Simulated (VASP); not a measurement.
Wanted: the native input for a VASP 6.6.1 run.

```
Task                   : single point
Functional             : PBE
Potentials or basis    : VASP PAW PBE potentials, release 64 (Sc_sv, C)
Cutoff                 : 520 eV
k mesh                 : 3 × 2 × 3
Occupations            : gaussian, width 0.05 eV
Spin                   : no spin polarisation
Dipole correction      : no
Further INCAR settings : ALGO = Normal; EDIFF = 1e-07; NBANDS = 80
```

The structure of Sc12C (a cell with a defect) lies in POSCAR:

```
Sc12C
1.0
    6.6200000000      0.0000000000      0.0000000000
   -4.9650000000      8.5996320000      0.0000000000
    0.0000000000      0.0000000000      5.2761400000
Sc C
12 1
Direct
    0.0027293993      0.0027137208     -0.0001169416
    0.1830452347      0.2443759221      0.4996774157
   -0.0026379955      0.3394075467     -0.0002698943
    0.1564988611      0.5495809588      0.4998436357
    0.0023628566      0.6643516839     -0.0001082231
    0.1748205089      0.8785385235      0.4999029594
    0.4922460794     -0.0096295981     -0.0000826362
    0.6638416823      0.2218001887      0.4997848806
    0.5121653772      0.3451395362     -0.0002077276
    0.6688271261      0.5532553021      0.4998989792
    0.4866509145      0.6589448246     -0.0000949558
    0.6465940832      0.8791625037      0.4999819944
    0.0058854677      0.0056710566      0.4998341591
```

These files were run (other wordings do the same):

INCAR

```
SYSTEM = Sc12C
  PREC = Accurate
  ENCUT = 520
  EDIFF = 1E-7
  ISMEAR = 0
  SIGMA = 0.05
  LREAL = .False.
  LASPH = .True.
  NELM = 100
  ALGO = Normal
  ISIF = 2
  LWAVE = .False.
  LCHARG = .False.
  GGA = PE
  NBANDS = 80
```

KPOINTS

```
Automatic mesh
0
Gamma
  3 2 3
  0 0 0
```

Potentials or basis: VASP PAW PBE potentials, release 64 (Sc_sv, C).

The run is started by

```sh
$ cat potpaw_PBE.64/Sc_sv/POTCAR potpaw_PBE.64/C/POTCAR > POTCAR
$ mpirun -np 1 vasp_std > vasp.out
```

It gave:

The pressure is 1.3 GPa and the largest force is 0.058 eV/Å. The band gap on the k mesh is zero (bands 68 and 69 overlap by 0.33 eV).

Caveat: the k points lie up to 0.40 Å⁻¹ apart.

Wall time 15 min on 1 thread of Intel Xeon 8259CL (shared host), peak memory 0.49 GiB.
